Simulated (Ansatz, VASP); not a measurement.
**Si2Mo: VASP beside Ansatz**

The input INCAR:

```
SYSTEM = Si2Mo
PREC = Accurate
ENCUT = 520
EDIFF = 1E-7
ISMEAR = 0
SIGMA = 0.15
LREAL = .False.
LASPH = .True.
NELM = 80
ALGO = Fast
ISIF = 2
LWAVE = .False.
LCHARG = .False.
GGA = PE
NBANDS = 56
```

KPOINTS

```
Automatic mesh
0
Gamma
  14 14 3
  0 0 0
```

The input POSCAR:

```
Si2Mo
1.0
   -3.2168473663      0.0000000000      0.0000000000
    0.0000000000     -3.2168473663      0.0000000000
   -0.2679633856      0.2679633856     15.7460400265
Si Mo
8 4
Direct
    0.4756306208      0.5243693792      0.2925495698
    0.9964556208      1.0035443792      0.0425495698
    0.4339806208      0.5660193792      0.7925495698
    0.9548056208      1.0451943792      0.5425495698
    0.4618943792      0.5381056208      0.4574504302
    0.9827193792      1.0172806208      0.2074504302
    0.4202443792      0.5797556208      0.9574504302
    0.9410693792      1.0589306208      0.7074504302
   -0.0312375000      0.0312375000      0.3750000000
    0.4895875000      0.5104125000      0.1250000000
   -0.0728875000      0.0728875000      0.8750000000
    0.4479375000      0.5520625000      0.6250000000
```

Input for Ansatz:

```yaml
crystal:
  lattice:
    - [-3.2168473663, 0.0, 0.0]
    - [0.0, -3.2168473663, 0.0]
    - [-0.2679633856, 0.2679633856, 15.7460400265]
  atoms:
    - { symbol: Si, position: [0.4756306208, 0.5243693792, 0.2925495698] }
    - { symbol: Si, position: [0.9964556208, 1.0035443792, 0.0425495698] }
    - { symbol: Si, position: [0.4339806208, 0.5660193792, 0.7925495698] }
    - { symbol: Si, position: [0.9548056208, 1.0451943792, 0.5425495698] }
    - { symbol: Si, position: [0.4618943792, 0.5381056208, 0.4574504302] }
    - { symbol: Si, position: [0.9827193792, 1.0172806208, 0.2074504302] }
    - { symbol: Si, position: [0.4202443792, 0.5797556208, 0.9574504302] }
    - { symbol: Si, position: [0.9410693792, 1.0589306208, 0.7074504302] }
    - { symbol: Mo, position: [-0.0312375, 0.0312375, 0.375] }
    - { symbol: Mo, position: [0.4895875, 0.5104125, 0.125] }
    - { symbol: Mo, position: [-0.0728875, 0.0728875, 0.875] }
    - { symbol: Mo, position: [0.4479375, 0.5520625, 0.625] }
basis:
  ecutwfc: 420
kpoints:
  mp_grid: { grid: [14, 14, 3] }
hamiltonian:
  xc: pbe
scf:
  occupations: { method: gaussian, width: 0.15 }
output:
  forces: true
  stress: true
  eigenvalues: true
  write_density: true
  write_potential: true
  elf: true
  volumetric_format: npy
```

Alike in both runs: task single point; functional PBE; k mesh 14 × 14 × 3; occupations gaussian, width 0.15 eV; no spin polarisation.

|  | VASP | Ansatz |
| --- | --- | --- |
| version | VASP 6.6.1 | Ansatz 0.2.0 |
| potentials or method | VASP PAW PBE potentials, release 64 (Si, Mo_sv), cutoff 520 eV | scalar-relativistic, plane waves, PAW |
| valence electrons in the cell | 88 | 88 |

```csv
,VASP,Ansatz,Ansatz less VASP
gap on the k mesh at the Fermi level (eV),none,none,-
pressure (GPa),0.9,0.7,-0.14
"traceless stress, the component that is largest in VASP (GPa)",3.20,3.21,+0.010
rms of the force components (eV/Å),0.412,0.414,+0.0023
```

Atom by atom the forces differ by 0.003 eV/Å (rms over components). A gap of «none» marks a metal or a gap that the smearing closes. With one functional, cell and mesh, what is left measures potentials, basis and numerics.
